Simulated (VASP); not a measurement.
# Be2Cu11Ni3 in VASP: notebook, part 2 of 2

VASP 6.6.1. Earlier steps stand in the parts before.

### 4 Single point, PBE

Input file INCAR:

```
SYSTEM = Be2Cu11Ni3
PREC     = Accurate       ! precision mode
ENCUT    = 400            ! plane-wave cutoff, eV
EDIFF    = 1E-6           ! SCF threshold, eV
ISMEAR   = -1             ! smearing method
SIGMA    = 0.0724         ! smearing width, eV
LREAL    = Auto         
LASPH    = .True.         ! aspherical terms in the spheres
NELM     = 120            ! most SCF steps
ALGO     = Normal         ! electronic algorithm
ISIF     = 2              ! what is computed and relaxed
LWAVE    = .False.        ! write WAVECAR
LCHARG   = .False.        ! write CHGCAR
GGA      = PE             ! functional
NBANDS   = 92             ! bands
ISYM     = -1           
GGA_COMPAT= .False.
```

Input file KPOINTS:

```
explicit points
1
Reciprocal
  0.25000000   0.25000000   0.25000000 1
```

Input file POSCAR:

```
Be2Cu11Ni3
1.0
    5.6151810000     -0.1125830000     -0.0418010000
   -0.1125830000      5.6341360000     -0.0260090000
   -0.0418010000     -0.0260090000      5.8223430000
Cu Ni Be
11 3 2
Direct
    0.8212462958      0.0839677064      0.7614712552
    0.0893848278      0.8183405415      0.9520048191
    0.3597191468      1.0023847401      0.2536694669
    0.5781417654      0.3015491684      1.0268019071
    0.4012020844      0.0036205023      0.6930627093
    0.9125915998      0.4983415874      0.1825128832
    0.6362266924      0.7653245945      0.9830266337
    0.5976296781      0.3197107482      0.4651041471
    0.6749993979      0.7792121221      0.4189554236
    0.3365370941      0.5478488763      0.2136845233
    0.0984272461      0.3011417938      0.5016950658
    0.3573611308      0.5508174230      0.7533732147
    0.9028304879      0.0526102095      0.1942677641
    0.0584985911      0.7515202116      0.5142885929
    0.9048667041      0.5331023332      0.7414909757
    0.1656118923      0.2658425058      0.9400110987
```

Run with:

```
> cat potpaw_PBE.64/Cu/POTCAR potpaw_PBE.64/Ni/POTCAR potpaw_PBE.64/Be/POTCAR > POTCAR
> mpirun -np 1 vasp_std > vasp.out
```

It took 2.8 min on 1 thread of Intel Xeon 8259CL, shared host; peak memory 0.25 GiB.

Results (log left out):

```yaml
Free_energy: -63.5179 eV
Pressure: 1.6 GPa
Largest_force: 2.417 eV/Å
Band_gap_on_the_k_mesh: zero (an odd number of electrons rules out a gap without spin polarisation)
```

Forces on the atoms (eV/Å):
```
Cu   0.552  0.254 -0.643
Cu   1.131 -0.551 -0.622
Cu  -0.662  0.443 -0.115
Cu   0.252 -1.005 -1.246
Cu  -0.518  0.193  0.305
Cu   0.083  0.136  0.058
Cu  -0.029  0.130 -0.054
Cu   0.630  0.166  0.230
Cu  -1.298 -0.462  0.814
Cu  -0.741  0.803  0.662
Cu   0.375 -0.654  0.132
Ni  -0.180 -0.732 -0.549
Ni  -0.330  1.030  0.894
Ni   1.870  1.432 -0.544
Be  -0.905 -1.038  0.624
Be  -0.231 -0.145  0.054
```

Stress tensor (GPa, compression positive):
```
 3.25  1.93  3.00
 1.93 -1.42  2.14
 3.00  2.14  2.90
```

Levels at points of the mesh, in eV from the Fermi level:
```
           k point  band 74  band 75  band 76  band 77  band 78  band 79  band 80  band 81
(0.25, 0.25, 0.25)    -1.22    -1.08    -1.03    -0.92     0.01     0.30     0.44     0.64
```

Caveat: the atoms stand as in a frame of molecular dynamics.

### 5 Single point, PBE

Input file INCAR:

```
PREC = Accurate
ENCUT = 400
EDIFF = 1E-6
ISMEAR = -1
SIGMA = 0.0724
LREAL = Auto
LASPH = True
NELM = 120
ALGO = Normal
ISIF = 2
LWAVE = False
LCHARG = False
GGA = PE
NBANDS = 92
ISYM = -1
GGA_COMPAT = False
```

KPOINTS is that of step 4.

Input file POSCAR:

```
Be2Cu11Ni3
1.0
    5.6151810000     -0.1125830000     -0.0418010000
   -0.1125830000      5.6341360000     -0.0260090000
   -0.0418010000     -0.0260090000      5.8223430000
Cu Ni Be
11 3 2
Direct
    0.8378779064      0.1108900904      0.7572010572
    0.1045903031      0.8667610721      0.9413153035
    0.3618160756      1.0157544766      0.2723874275
    0.5646536846      0.2725637969      1.0130760418
    0.3930523245      0.0300576456      0.7223981393
    0.9024319090      0.4870070338      0.1586516154
    0.6234694192      0.7739550009      0.9784565150
    0.6038372919      0.3434785949      0.4713484825
    0.6869198438      0.7807200556      0.4452871781
    0.3335522040      0.5542851165      0.2478150492
    0.1084665903      0.2996884993      0.5095262526
    0.3487304161      0.5301160099      0.7782913283
    0.8834278939      0.0420868342      0.2191158793
    0.0968280279      0.7666394914      0.5068617625
    0.8682642569      0.5460156188      0.7403383199
    0.1491957967      0.3131293065      0.9478329795
```

Potentials or basis: VASP PAW PBE potentials, release 64 (Cu, Ni, Be).

Run with:

```
> cat potpaw_PBE.64/Cu/POTCAR potpaw_PBE.64/Ni/POTCAR potpaw_PBE.64/Be/POTCAR > POTCAR
> mpirun -np 1 vasp_std > vasp.out
```

OUTCAR:

```text
PREC = Accurate
   ENCUT = 400
   EDIFF = 1E-6
   ISMEAR = -1
   LREAL = Auto
   LASPH = True
   NELM = 120
   ISIF = 2
   GGA = PE
   ISYM = -1

 ion  position               nearest neighbor table
   1  0.838  0.111  0.757-  16 2.31   2 2.33  11 2.34   4 2.36  15 2.45   8 2.52   5 2.53   7 2.57
                             9 2.69  13 2.73  14 2.87
   2  0.105  0.867  0.941-   5 2.25  13 2.29   1 2.33  15 2.47   3 2.51  16 2.52  12 2.57  14 2.59
                             6 2.71   7 2.74
[... 266 lines left out ...]
  Total        2.7017987     -1.3457363      4.1268184      4.6660029     -0.2343841      0.7988565
  in kB       23.5115622    -11.7108509     35.9123525     40.6044376     -2.0396551      6.9518002
  external PRESSURE =      15.9043546 kB  Pullay stress =       0.0000000 kB

 VOLUME and BASIS-vectors are now :
 -----------------------------------------------------------------------------
  energy-cutoff  :      400.00
  volume of cell :      184.11
      direct lattice vectors                 reciprocal lattice vectors
     5.615181000 -0.112583000 -0.041801000     0.178169792  0.003566221  0.001295085
    -0.112583000  5.634136000 -0.026009000     0.003566221  0.177564544  0.000818802
    -0.041801000 -0.026009000  5.822343000     0.001295085  0.000818802  0.171765118

 POSITION                                       TOTAL-FORCE (eV/Angst)
 -----------------------------------------------------------------------------------
      4.66070      0.51074      4.37078        -0.362044     -0.279540     -0.477779
      0.45036      4.84719      5.45375        -0.051017     -1.898226      0.450430
      2.01850      0.04094      1.57040        -0.384042      0.052726      0.032635
      3.13940      1.47175      0.04544         0.467944      0.441479      0.526131
      2.17348      0.10631      4.18884         0.373992      0.252329     -1.304707
      5.00586      2.63814      0.87334         0.108116      1.064440      0.792279
[... 8 lines left out ...]
      4.78304      2.95932      4.26001         0.182336     -0.327869      0.125558
      0.76289      1.72276      5.50423        -0.544515     -1.632178      0.536941
 -----------------------------------------------------------------------------------
    total drift:                               -0.000092      0.000879     -0.005240

  FREE ENERGIE OF THE ION-ELECTRON SYSTEM (eV)
  ---------------------------------------------------
  free  energy   TOTEN  =       -63.2390925236 eV

  energy  without entropy=      -63.1282104529  energy(sigma->0) =      -63.18365149
```

OSZICAR:

```text
N       E                     dE             d eps       ncg     rms          rms(c)
DAV:   1     0.140380575738E+04    0.14038E+04   -0.53628E+04   184   0.232E+03
DAV:   2     0.147786642408E+03   -0.12560E+04   -0.12210E+04   184   0.510E+02
DAV:   3    -0.686109145359E+02   -0.21640E+03   -0.19714E+03   184   0.244E+02
[... 14 lines left out ...]
DAV:  18    -0.632391185622E+02   -0.10245E-04   -0.46197E-04   232   0.318E-01    0.533E-02
DAV:  19    -0.632391089011E+02    0.96611E-05   -0.71939E-05   248   0.199E-01    0.360E-02
DAV:  20    -0.632390929715E+02    0.15930E-04   -0.57515E-05   240   0.123E-01    0.122E-02
DAV:  21    -0.632390926499E+02    0.32154E-06   -0.17182E-05   200   0.382E-02    0.694E-03
DAV:  22    -0.632390925236E+02    0.12634E-06   -0.17297E-06   104   0.316E-02
   1 F= -.63239093E+02 E0= -.63183651E+02  d E =-.110882E+00
```

stdout:

```text
POSCAR found type information on POSCAR CuNiBe
 POSCAR found :  3 types and      16 ions
 scaLAPACK will be used
 LDA part: xc-table for (Slater+PW92), standard interpolation
 POSCAR, INCAR and KPOINTS ok, starting setup
 FFT: planning ... GRIDC
 FFT: planning ... GRID_SOFT
 FFT: planning ... GRID
 WAVECAR not read
 entering main loop
```

Wall time 2.7 min (1 thread of Intel Xeon 8259CL, shared host); peak memory 0.25 GiB.

What came out:

```yaml
Free_energy: -63.2391 eV
Pressure: 1.6 GPa
Largest_force: 2.033 eV/Å
Band_gap_on_the_k_mesh: zero (an odd number of electrons rules out a gap without spin polarisation)
```

Forces in eV/Å, atoms in the order of the input:
```
Cu  -0.362 -0.280 -0.478
Cu  -0.051 -1.898  0.450
Cu  -0.384  0.053  0.033
Cu   0.468  0.441  0.526
Cu   0.374  0.252 -1.305
Cu   0.108  1.064  0.792
Cu   0.303  0.304  0.592
Cu   0.589 -0.483  0.237
Cu  -1.187 -0.755  0.864
Cu  -0.122  0.457 -1.014
Cu  -0.049 -0.095 -0.470
Ni   0.368  1.292 -1.525
Ni   0.420  1.149  0.186
Ni  -0.113  0.457  0.448
Be   0.182 -0.328  0.126
Be  -0.545 -1.632  0.537
```

Stress tensor (GPa, compression positive):
```
 2.35  4.06  0.70
 4.06 -1.17 -0.20
 0.70 -0.20  3.59
```

Caveat: the atoms stand as in a frame of molecular dynamics. Spin polarisation is off, so any magnetic state and its effect on volume and gap are missing.

### 6 Single point, PBE

Input file INCAR:

```
SYSTEM = Be2Cu11Ni3
ALGO = Normal
EDIFF = 1E-6
ENCUT = 400
GGA = PE
GGA_COMPAT = .False.
ISIF = 2
ISMEAR = -1
ISYM = -1
LASPH = .True.
LCHARG = .False.
LREAL = Auto
LWAVE = .False.
NBANDS = 92
NELM = 120
PREC = Accurate
SIGMA = 0.05
```

KPOINTS is that of step 5.

Input file POSCAR:

```
Be2Cu11Ni3
1.0
    5.6151810000     -0.1125830000     -0.0418010000
   -0.1125830000      5.6341360000     -0.0260090000
   -0.0418010000     -0.0260090000      5.8223430000
Cu Ni Be
11 3 2
Direct
    0.8299510229      0.0665478302      0.7364431510
    0.0988318682      0.8244790135      0.9814719170
    0.3846527029      0.0291846950      0.2784107588
    0.5757914619      0.2941228175      0.0099052047
    0.3855629290      0.0203811084      0.7014919953
    0.9094468888      0.5028672320      0.1854402709
    0.6327610752      0.7725870562      1.0029376941
    0.6176134069      0.3559553352      0.4970586412
    0.6472965101      0.7712584995      0.4735166416
    0.3150184227      0.5581690076      0.2278203986
    0.1112019898      0.2811864440      0.5227503314
    0.3167737879      0.5473284184      0.7697490385
    0.9034567419      0.0763413502      0.2374439221
    0.0642984949      0.7829706509      0.4971053792
    0.8848913607      0.5170559465      0.7640354496
    0.1429943262      0.2605211049      0.9764545303
```

Potentials or basis: VASP PAW PBE potentials, release 64 (Cu, Ni, Be).

Run with:

```
> cat potpaw_PBE.64/Cu/POTCAR potpaw_PBE.64/Ni/POTCAR potpaw_PBE.64/Be/POTCAR > POTCAR
> mpirun -np 1 vasp_std > vasp.out
```

OUTCAR:

```text
SYSTEM = Be2Cu11Ni3
   EDIFF = 1E-6
   ENCUT = 400
   GGA = PE
   ISIF = 2
   ISMEAR = -1
   ISYM = -1
   LASPH = .True.
   LREAL = Auto
   NELM = 120
   PREC = Accurate

 ion  position               nearest neighbor table
   1  0.830  0.067  0.736-  11 2.33   9 2.44  16 2.45   8 2.48   5 2.50   2 2.51   7 2.52   4 2.53
                            14 2.53  15 2.55  13 2.94
   2  0.099  0.824  0.981-  13 2.36  12 2.37   6 2.40  15 2.41  10 2.43  16 2.46   1 2.51   5 2.54
                             3 2.58   7 2.63  14 2.83
   3  0.385  0.029  0.278-   9 2.39   4 2.41   5 2.46   8 2.54  11 2.57   2 2.58  14 2.59   7 2.61
                            10 2.68  13 2.73  13 2.93
   4  0.576  0.294  0.010-   6 2.38   3 2.41  16 2.44  10 2.48  12 2.50   1 2.53   5 2.55  15 2.56
                            13 2.61   7 2.70
   5  0.386  0.020  0.701-  11 2.40   3 2.46   9 2.47  14 2.49   1 2.50  16 2.53   2 2.54   4 2.55
                             8 2.57   7 2.66  12 2.71
   6  0.909  0.503  0.185-  16 2.29  10 2.30   4 2.38   2 2.40  13 2.42   7 2.45  15 2.46  14 2.52
                             8 2.58  11 2.61   9 2.73
   7  0.633  0.773  0.003-   6 2.45  15 2.49  10 2.51  12 2.51   1 2.52   3 2.61  13 2.61   2 2.63
[... 160 lines left out ...]
      2       0.8785      2.00000
      3       1.1324      2.00000
      4       1.2511      2.00000
      5       2.3377      2.00000
      6       2.4004      2.00000
[... 81 lines left out ...]
     88      11.9146      0.00000
     89      12.0681      0.00000
 [bands above 89 left out]

------------------------ aborting loop because EDIFF is reached ----------------------------------------

  FORCE on cell =-STRESS in cart. coord.  units (eV):
  Direction    XX          YY          ZZ          XY          YZ          ZX
  --------------------------------------------------------------------------------------
  -------------------------------------------------------------------------------------
  Total       -0.3830773     -0.4470804     -0.1895605      2.4052636      2.5604067      4.1530676
  in kB       -3.3336111     -3.8905782     -1.6495913     20.9310574     22.2811426     36.1407778
  external PRESSURE =      -2.9579268 kB  Pullay stress =       0.0000000 kB

 VOLUME and BASIS-vectors are now :
 -----------------------------------------------------------------------------
  energy-cutoff  :      400.00
  volume of cell :      184.11
      direct lattice vectors                 reciprocal lattice vectors
     5.615181000 -0.112583000 -0.041801000     0.178169792  0.003566221  0.001295085
    -0.112583000  5.634136000 -0.026009000     0.003566221  0.177564544  0.000818802
    -0.041801000 -0.026009000  5.822343000     0.001295085  0.000818802  0.171765118

 POSITION                                       TOTAL-FORCE (eV/Angst)
 -----------------------------------------------------------------------------------
      4.62205      0.26235      4.25140         0.091615      0.150679      0.594457
      0.42111      4.60857      5.68889         0.058749      0.393573     -0.460717
      2.14497      0.11388      1.60417        -0.840347      0.094744     -0.557278
      3.19965      1.59205      0.02595         0.350946      0.009997     -0.597862
      2.13339      0.05318      4.06768         0.038873     -0.017236      0.956518
      5.04234      2.72601      1.02860        -0.713893      0.189276      0.525245
[... 8 lines left out ...]
      4.87868      2.79367      4.39804         0.204906      0.042514      0.039641
      0.73279      1.42632      5.67250         0.032780     -0.170725     -0.176305
 -----------------------------------------------------------------------------------
    total drift:                                0.005391     -0.000446     -0.000775

  FREE ENERGIE OF THE ION-ELECTRON SYSTEM (eV)
  ---------------------------------------------------
  free  energy   TOTEN  =       -63.9703273205 eV

  energy  without entropy=      -63.9000394602  energy(sigma->0) =      -63.93518339
```

Run time: 2.7 min. Hardware: 1 thread of Intel Xeon 8259CL, shared host; peak memory 0.25 GiB.

Results:

| Item | Value |
| --- | --- |
| Free energy | -63.9703 eV |
| Pressure | -0.3 GPa |
| Largest force | 1.431 eV/Å |
| Band gap on the k mesh | zero (an odd number of electrons rules out a gap without spin polarisation) |

Forces in eV/Å, atoms in the order of the input:
```
Cu   0.092  0.151  0.594
Cu   0.059  0.394 -0.461
Cu  -0.840  0.095 -0.557
Cu   0.351  0.010 -0.598
Cu   0.039 -0.017  0.957
Cu  -0.714  0.189  0.525
Cu  -0.310  0.199 -0.160
Cu  -0.264 -0.720 -0.298
Cu  -0.138 -0.197 -0.091
Cu   1.057 -0.006  0.558
Cu   0.187  0.757 -0.355
Ni   0.591 -0.054  0.041
Ni  -1.129 -0.614 -0.629
Ni   0.783 -0.059  0.611
Be   0.205  0.043  0.040
Be   0.033 -0.171 -0.176
```

Stress tensor (GPa, compression positive):
```
-0.33  2.09  3.61
 2.09 -0.39  2.23
 3.61  2.23 -0.16
```

Levels at points of the mesh, in eV from the Fermi level:
```
           k point  band 73  band 74  band 75  band 76  band 77  band 78  band 79  band 80  band 81  band 82
(0.25, 0.25, 0.25)    -1.24    -1.10    -0.98    -0.84    -0.75     0.00     0.34     0.48     0.70     0.92
```

Caveat: the atoms stand as in a frame of molecular dynamics. Spin polarisation is off, so any magnetic state and its effect on volume and gap are missing.

### 7 Summary

| cell | smearing | gap on the mesh (eV) | pressure (GPa) | largest force (eV/Å) |
| --- | --- | --- | --- | --- |
| as given, atomic positions A | fermi-dirac 0.131 eV | none | 2.1 | 2.37 |
| as given, atomic positions B | fermi-dirac 0.0724 eV | none | 2.0 | 3.17 |
| as given, atomic positions C | fermi-dirac 0.0724 eV | none | 1.6 | 2.42 |
| as given, atomic positions D | fermi-dirac 0.0724 eV | none | 1.6 | 2.03 |
| as given, atomic positions E | fermi-dirac 0.05 eV | none | -0.3 | 1.43 |

Alike in all rows: task single point; level PBE; potentials or basis VASP PAW PBE potentials, release 64 (Cu, Ni, Be); no spin polarisation; k mesh 1 × 1 × 1, shifted; cutoff (eV) 400.

Caveats: the atoms stand as in a frame of molecular dynamics.

Total energies depend on the potentials used, so only differences within one code and one set of settings carry meaning.
